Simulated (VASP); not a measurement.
**CdS: single point with HSE06**

CdS:

```xyz
2
Lattice="0.0000 2.9122 2.9122 2.9122 0.0000 2.9122 2.9122 2.9122 0.0000" Properties=species:S:1:pos:R:3 pbc="T T T"
Cd    0.0000    0.0000    0.0000
S     4.3683    4.3683    4.3683
```

| Property | Result |
| --- | --- |
| Program | VASP 6.6.1 |
| Task | single point |
| Functional | HSE06 |
| Potentials or basis | VASP PAW PBE potentials, release 64 (Cd, S) |
| Cutoff | 520 eV |
| k mesh | 6 × 6 × 6 |
| Occupations | gaussian, width 0.01 eV |
| Spin | no spin polarisation |

```json
{
 "Pressure": "2.3 GPa",
 "Band gap on the k mesh": "2.18 eV"
}
```

Levels at points of the mesh, in eV from the valence-band top:
```tsv
k point	band 7	band 8	band 9	band 10	band 11	band 12
(0.00, 0.00, 0.00)	0.00	0.00	0.00	2.18	7.71	7.71
(0.50, 0.00, 0.00)	-4.72	-0.81	-0.81	4.12	8.15	8.15
(0.50, 0.50, 0.00)	-4.24	-2.03	-2.03	4.44	5.47	10.58
```

Wall time 61 min on 1 thread of AMD EPYC 7R43 64-Core Processor (Zen 3), with other jobs on the host, peak memory 0.27 GiB.

Caveat: the PAW data sets were made with another functional, which shifts forces and pressure a little.
